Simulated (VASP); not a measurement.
# LaIn (Pm-3m) in VASP: notebook

LaIn is run at these levels: LDA; tasks: single point.

Program: VASP 6.6.1. These are calculated values, not measurements. Logs are shortened: lines on timing, memory, paths and dates and some standing lists are left out, and cuts for length are marked.

## (1) The cell of the first run

It takes space group Pm-3m (No. 221, cubic). The conventional cell has a = 2.913 Å, b = 2.913 Å, c = 2.913 Å, α = 90.00°, β = 90.00°, γ = 90.00°. Within 3.3 Å of La (site symmetry m-3m) lie 8 In at 2.52 Å and 6 La at 2.91 Å. In (site symmetry m-3m) has 8 La at 2.52 Å and 6 In at 2.91 Å within 3.3 Å.

## (2) Single point, LDA (12.36 Å³/atom)

INCAR

```
PREC     = Accurate       # precision mode
ENCUT    = 520            # plane-wave cutoff, eV
EDIFF    = 1E-6           # SCF threshold, eV
ISMEAR   = -1             # smearing method
SIGMA    = 0.05           # smearing width, eV
LREAL    = False          # projectors in reciprocal space
LASPH    = True           # aspherical terms in the spheres
NELM     = 60             # most SCF steps
ALGO     = Normal         # electronic algorithm
ISIF     = 2              # what is computed and relaxed
LWAVE    = False          # write WAVECAR
LCHARG   = True           # write CHGCAR
GGA      = CA             # functional
LELF     = True           # ELF
LVHAR    = True         
NBANDS   = 19             # bands
```

KPOINTS

```
regular mesh
0
Gamma
  9 9 9
```

POSCAR

```
LaIn
1.0
    2.9133890200      0.0000000000      0.0000000000
    0.0000000000      2.9133890200      0.0000000000
    0.0000000000      0.0000000000      2.9133890200
La In
1 1
Direct
    0.5000000000      0.5000000000      0.5000000000
    0.0000000000      0.0000000000      0.0000000000
```

Potentials or basis: VASP PAW LDA potentials, release 64 (La, In_d).

Run with:

```console
$ cat potpaw_LDA.64/La/POTCAR potpaw_LDA.64/In_d/POTCAR > POTCAR
$ mpirun -np 1 vasp_std > vasp.out
```

OUTCAR:

```text
PREC = Accurate
   ENCUT = 520
   EDIFF = 1E-6
   ISMEAR = -1
   LREAL = False
   LASPH = True
   NELM = 60
   ISIF = 2
   GGA = CA

 ion  position               nearest neighbor table
   1  0.500  0.500  0.500-   2 2.52   2 2.52   2 2.52   2 2.52   2 2.52   2 2.52   2 2.52   2 2.52

   2  0.000  0.000  0.000-   1 2.52   1 2.52   1 2.52   1 2.52   1 2.52   1 2.52   1 2.52   1 2.52

  LATTYP: Found a simple cubic cell.
 ALAT       =     2.9133890200

  Lattice vectors:

 A1 = (   2.9133890200,   0.0000000000,   0.0000000000)
 A2 = (   0.0000000000,   2.9133890200,   0.0000000000)
 A3 = (   0.0000000000,   0.0000000000,   2.9133890200)

Analysis of symmetry for initial positions (statically):
=====================================================================
 Subroutine PRICEL returns:
 Original cell was already a primitive cell.

 Routine SETGRP: Setting up the symmetry group for a
 simple cubic supercell.

 Subroutine GETGRP returns: Found 48 space group operations
 (whereof 48 operations were pure point group operations)
 out of a pool of 48 trial point group operations.

The static configuration has the point symmetry O_h .

Analysis of symmetry for dynamics (positions and initial velocities):
=====================================================================
 Subroutine PRICEL returns:
 Original cell was already a primitive cell.

 Routine SETGRP: Setting up the symmetry group for a
 simple cubic supercell.

 Subroutine GETGRP returns: Found 48 space group operations
 (whereof 48 operations were pure point group operations)
 out of a pool of 48 trial point group operations.

The dynamic configuration has the point symmetry O_h .

 Subroutine INISYM returns: Found 48 space group operations
 (whereof 48 operations are pure point group operations),
 and found     1 'primitive' translations

----------------------------------------------------------------------------------------

                                     Primitive cell

  volume of cell :      24.7284

  direct lattice vectors                    reciprocal lattice vectors
     2.913389020  0.000000000  0.000000000     0.343242867  0.000000000  0.000000000
     0.000000000  2.913389020  0.000000000     0.000000000  0.343242867  0.000000000
     0.000000000  0.000000000  2.913389020     0.000000000  0.000000000  0.343242867

  length of vectors
     2.913389020  2.913389020  2.913389020     0.343242867  0.343242867  0.343242867

  position of ions in fractional coordinates (direct lattice)
     0.500000000  0.500000000  0.500000000
     0.000000000  0.000000000  0.000000000

  ion indices of the primitive-cell ions
   primitive index   ion index
                 1           1
                 2           2

----------------------------------------------------------------------------------------

 KPOINTS: regular mesh

Automatic generation of k-mesh.
 Grid dimensions read from file:
 generate k-points for:    9    9    9

 Generating k-lattice:

  Cartesian coordinates                     Fractional coordinates (reciprocal lattice)
     0.038138096  0.000000000  0.000000000     0.111111111  0.000000000  0.000000000
     0.000000000  0.038138096  0.000000000     0.000000000  0.111111111  0.000000000
     0.000000000  0.000000000  0.038138096     0.000000000  0.000000000  0.111111111

  Length of vectors
     0.038138096  0.038138096  0.038138096

  Shift w.r.t. Gamma in fractional coordinates (k-lattice)
     0.000000000  0.000000000  0.000000000

 Subroutine IBZKPT returns following result:
 ===========================================

 Found     35 irreducible k-points:

 Following reciprocal coordinates:
            Coordinates               Weight
  0.000000  0.000000  0.000000      1.000000
  0.111111  0.000000  0.000000      6.000000
  0.222222  0.000000  0.000000      6.000000
  0.333333  0.000000  0.000000      6.000000
  0.444444  0.000000  0.000000      6.000000
  0.111111  0.111111  0.000000     12.000000
[... 16 lines left out ...]
  0.333333  0.333333  0.111111     24.000000
  0.444444  0.333333  0.111111     48.000000
 [... further k-points ...]
   k-points           NKPTS =     35   k-points in BZ     NKDIM =     35   number of bands    NBANDS=     19
   number of dos      NEDOS =    301   number of ions     NIONS =      2
   total plane-waves  NPLWV =  13824
   dimension x,y,z NGX =    24 NGY =   24 NGZ =   24
   dimension x,y,z NGXF=    48 NGYF=   48 NGZF=   48
   ions per type =               1   1
   NGX,Y,Z   is equivalent  to a cutoff of  13.70, 13.70, 13.70 a.u.
   NGXF,Y,Z  is equivalent  to a cutoff of  27.39, 27.39, 27.39 a.u.
 SYSTEM =  unknown system
   PREC   = accura    normal or accurate (medium, high low for compatibility)
   ISTART =      0    job   : 0-new  1-cont  2-samecut
   ICHARG =      2    charge: 1-file 2-atom 10-const
   ISPIN  =      1    spin polarized calculation?
   LNONCOLLINEAR =      F non collinear calculations
   LSORBIT =      F    spin-orbit coupling
   LASPH  =      T    aspherical Exc in radial PAW
   ENCUT  =  520.0 eV  38.22 Ry    6.18 a.u.   5.42  5.42  5.42*2*pi/ulx,y,z
   NELM   =     60;   NELMIN=  2; NELMDL= -5     # of ELM steps
   EDIFF  = 0.1E-05   stopping-criterion for ELM
   LREAL  =      F    real-space projection
[... 7 lines left out ...]
   TEBEG  =    0.0;   TEEND  =   0.0 temperature during run
   PSTRESS=    0.0 pullay stress
   NELECT =      24.0000    total number of electrons
   NUPDOWN=      -1.0000    fix difference up-down
   EMIN   =  10.00;   EMAX   =-10.00  energy-range for DOS
   EFERMI =   0.00;   METHOD = LEGACY
   ISMEAR =    -1;   SIGMA  =   0.05  broadening in eV -4-tet -1-fermi 0-gaus
   EFERMI_NEDOS =   21; number of points for ismear=-14 and -15
   IALGO  =     38    algorithm
   IMIX   =      4    mixing-type and parameters
     AMIX     =   0.40;   BMIX     =  1.00
     AMIX_MAG =   1.60;   BMIX_MAG =  1.00
  volume/ion in A,a.u.               =      12.36        83.44
  Fermi-wavevector in a.u.,A,eV,Ry     =   1.620865  3.062990 35.745259  2.627202
  Thomas-Fermi vector in A             =   2.714734
   LORBIT       =      0    0 simple, 1 ext, 2 COOP (PROOUT), +10 PAW based schemes
   GGA     = CA    functional components
   LHFCALC =     F    Hartree Fock is set to
   AEXX    =    0.0000 exact exchange contribution
   IVDW    =     0    specifies the selected vdW correction
   LEPSILON=     F    determine dielectric tensor
   LRPA    =     F    only Hartree local field effects (RPA)
 non-spin polarized calculation
  energy-cutoff  :      520.00
  volume of cell :       24.73
 maximum number of plane-waves:       691
 NGX is ok and might be reduce to    24
   NGX = 11   NGY = 11   NGZ = 11

 number of electron      23.9999994 magnetization

 Free energy of the ion-electron system (eV)
  ---------------------------------------------------
  ext. energy  EPLUGINS =         0.00000000
  ---------------------------------------------------
  free energy    TOTEN  =         3.22218403 eV

  energy without entropy =        3.22835643  energy(sigma->0) =        3.22527023

 E-fermi :  22.7314     XC(G=0): -14.9169

 val. band max:       22.6966951764   @ k =   0.3333   0.0000   0.0000
 cond. band min:      22.7762218469   @ k =   0.4444   0.4444   0.0000
 fundamental gap:      0.0795266705
 Fermi energy:        22.7314207719

 k-point     1 :       0.0000    0.0000    0.0000
  band No.  band energies     occupation
      1     -11.3170      2.00000
      2       4.8127      2.00000
      3       4.8127      2.00000
      4       6.0000      2.00000
      5       6.0000      2.00000
      6       6.0000      2.00000
[... 11 lines left out ...]
     18      25.9969      0.00000
     19      26.5557      0.00000

 k-point     2 :       0.1111    0.0000    0.0000
  band No.  band energies     occupation
      1     -11.1992      2.00000
      2       4.5889      2.00000
      3       4.8396      2.00000
      4       5.5859      2.00000
      5       5.5859      2.00000
      6       6.0051      2.00000
[... 11 lines left out ...]
     18      25.8447      0.00000
     19      26.5808      0.00000

 k-point     3 :       0.2222    0.0000    0.0000
  band No.  band energies     occupation
      1     -10.8799      2.00000
      2       3.4456      2.00000
      3       4.9088      2.00000
      4       4.9897      2.00000
      5       4.9897      2.00000
      6       6.0179      2.00000
[... 11 lines left out ...]
     18      25.7682      0.00000
     19      26.6497      0.00000

 k-point     4 :       0.3333    0.0000    0.0000
  band No.  band energies     occupation
      1     -10.4713      2.00000
      2       1.9438      2.00000
      3       4.5406      2.00000
      4       4.5406      2.00000
      5       4.9893      2.00000
      6       6.0326      2.00000
[... 11 lines left out ...]
     18      26.0358      0.00000
     19      26.7396      0.00000

 k-point     5 :       0.4444    0.0000    0.0000
  band No.  band energies     occupation
      1     -10.1701      2.00000
      2       0.9979      2.00000
      3       4.3051      2.00000
      4       4.3051      2.00000
      5       5.0429      2.00000
      6       6.0421      2.00000
[... 11 lines left out ...]
     18      26.7371      0.00000
     19      26.8067      0.00000
[... 334 lines left out ...]
      2       2.4849      2.00000
      3       3.6959      2.00000
      4       4.8643      2.00000
      5       5.3732      2.00000
      6       5.7559      2.00000
[... 11 lines left out ...]
     18      26.6557      0.00000
     19      27.3421      0.00000

 k-point    22 :       0.4444    0.2222    0.1111
  band No.  band energies     occupation
      1      -9.7783      2.00000
      2       1.7424      2.00000
      3       3.5745      2.00000
      4       5.0442      2.00000
      5       5.3757      2.00000
      6       5.7858      2.00000
[... 11 lines left out ...]
     18      26.6021      0.00000
     19      27.4482      0.00000

 k-point    23 :       0.3333    0.3333    0.1111
  band No.  band energies     occupation
      1      -9.7226      2.00000
      2       2.6207      2.00000
      3       3.1820      2.00000
      4       4.9986      2.00000
      5       5.5189      2.00000
      6       5.8119      2.00000
[... 11 lines left out ...]
     18      26.7959      0.00000
     19      27.6227      0.00000

 k-point    24 :       0.4444    0.3333    0.1111
  band No.  band energies     occupation
      1      -9.4993      2.00000
      2       2.2709      2.00000
      3       3.1031      2.00000
      4       5.3308      2.00000
      5       5.5654      2.00000
      6       5.8295      2.00000
[... 11 lines left out ...]
     18      26.7414      0.00000
     19      27.5418      0.00000

 [... further k-points ...]

------------------------ aborting loop because EDIFF is reached ----------------------------------------

  FORCE on cell =-STRESS in cart. coord.  units (eV):
  Direction    XX          YY          ZZ          XY          YZ          ZX
  --------------------------------------------------------------------------------------
  -------------------------------------------------------------------------------------
  Total       40.9724897     40.9724897     40.9724897     -0.0000000     -0.0000000      0.0000000
  in kB     2654.6514053   2654.6514053   2654.6514053     -0.0000000     -0.0000000      0.0000000
  external PRESSURE =    2654.6514053 kB  Pullay stress =       0.0000000 kB

 VOLUME and BASIS-vectors are now :
 -----------------------------------------------------------------------------
  energy-cutoff  :      520.00
  volume of cell :       24.73
      direct lattice vectors                 reciprocal lattice vectors
     2.913389020  0.000000000  0.000000000     0.343242867  0.000000000  0.000000000
     0.000000000  2.913389020  0.000000000     0.000000000  0.343242867  0.000000000
     0.000000000  0.000000000  2.913389020     0.000000000  0.000000000  0.343242867

 POSITION                                       TOTAL-FORCE (eV/Angst)
 -----------------------------------------------------------------------------------
      1.45669      1.45669      1.45669         0.000000      0.000000      0.000000
      0.00000      0.00000      0.00000         0.000000      0.000000      0.000000
 -----------------------------------------------------------------------------------
    total drift:                                0.000000      0.000000     -0.000000

  FREE ENERGIE OF THE ION-ELECTRON SYSTEM (eV)
  ---------------------------------------------------
  free  energy   TOTEN  =         3.2221840278 eV

  energy  without entropy=        3.2283564326  energy(sigma->0) =        3.22527023
```

Run time: 12 s. Hardware: 1 thread of Intel Xeon Platinum 8488C (Sapphire Rapids), shared host; peak memory 0.15 GiB.

What came out:

```yaml
Free_energy: 3.2222 eV
Pressure: 265.5 GPa
Band_gap_on_the_k_mesh: zero (bands 12 and 13 overlap by 3.26 eV)
```

Levels at points of the mesh, in eV from the Fermi level:
| k point | band 8 | band 9 | band 10 | band 11 | band 12 | band 13 | band 14 | band 15 | band 16 | band 17 |
| --- | --- | --- | --- | --- | --- | --- | --- | --- | --- | --- |
| (0.00, 0.00, 0.00) | -15.41 | -15.41 | -7.96 | -2.39 | -2.39 | 2.42 | 2.42 | 2.42 | 3.27 | 3.27 |

Caveat: the cell stands under pressure; spin-orbit coupling is left out, which moves the levels of the heavy elements.

## (3) Single point, LDA (24.73 Å³/atom)

This run uses another cell than the first one, of 24.73 Å³/atom.

INCAR

```
SYSTEM = LaIn
PREC = Accurate
ENCUT = 520
EDIFF = 1E-7
ISMEAR = -1
SIGMA = 0.05
LREAL = .False.
LASPH = .True.
NELM = 60
ALGO = Normal
ISIF = 2
LWAVE = .False.
LCHARG = .False.
GGA = CA
NBANDS = 19
```

KPOINTS

```
Automatic mesh
0
Gamma
  9 9 9
  0 0 0
```

POSCAR

```
LaIn
1.0
    3.6706401529      0.0000000000      0.0000000000
    0.0000000000      3.6706401529      0.0000000000
    0.0000000000      0.0000000000      3.6706401529
La In
1 1
Direct
    0.5000000000      0.5000000000      0.5000000000
    0.0000000000      0.0000000000      0.0000000000
```

Potentials or basis: VASP PAW LDA potentials, release 64 (La, In_d).

Run with:

```console
$ cat potpaw_LDA.64/La/POTCAR potpaw_LDA.64/In_d/POTCAR > POTCAR
$ mpirun -np 1 vasp_std > vasp.out
```

Wall time 21 s (1 thread of Intel Xeon Platinum 8488C (Sapphire Rapids), shared host); peak memory 0.17 GiB.

It converged, with:

```
Free energy            : -9.6286 eV
Pressure               : 11.4 GPa
Band gap on the k mesh : zero (bands 12 and 13 overlap by 1.88 eV)
```

Levels at points of the mesh, in eV from the Fermi level:
```csv
k point,band 10,band 11,band 12,band 13,band 14,band 15
"(0.00, 0.00, 0.00)",-7.60,-0.69,-0.69,1.80,1.80,1.80
```

Caveat: the cell stands under pressure; spin-orbit coupling is left out, which moves the levels of the heavy elements.

The gap in the log of VASP goes by the Fermi energy; the results here count the filled bands.